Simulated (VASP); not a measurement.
The system is MgO (dscan).

```
CELL_PARAMETERS angstrom
0.00000 2.12450 2.12450
2.12450 0.00000 2.12450
2.12450 2.12450 0.00000
ATOMIC_POSITIONS crystal
Mg 0.00000 0.00000 0.00000
O 0.50000 0.50000 0.50000
```

Base run:

* Program: VASP 6.6.1
* Functional: r2SCAN
* Potentials or basis: VASP PAW PBE potentials, release 64 (Mg, O)
* Cutoff: 520 eV
* k mesh: 8 × 8 × 8
* Occupations: gaussian, width 0.1 eV
* Spin: no spin polarisation

Its results: band gap on the k mesh 5.34 eV, direct; pressure -6.1 GPa.

The run is repeated on the same cell with these changes: potentials or basis from VASP PAW PBE potentials, release 64 (Mg, O) to VASP PAW PBE potentials, release 64 (Mg_sv, O); cutoff from 520 eV to 660 eV; further incar settings from ALGO = Normal; EDIFF = 1e-06; NBANDS = 11 to ALGO = Normal; EDIFF = 1e-06; NBANDS = 15; valence electrons from 8 to 16. What comes out?

Band gap on the k mesh 5.40 eV, direct; pressure -5.0 GPa.

Caveats: the PAW data sets were made with another functional, which shifts forces and pressure a little.

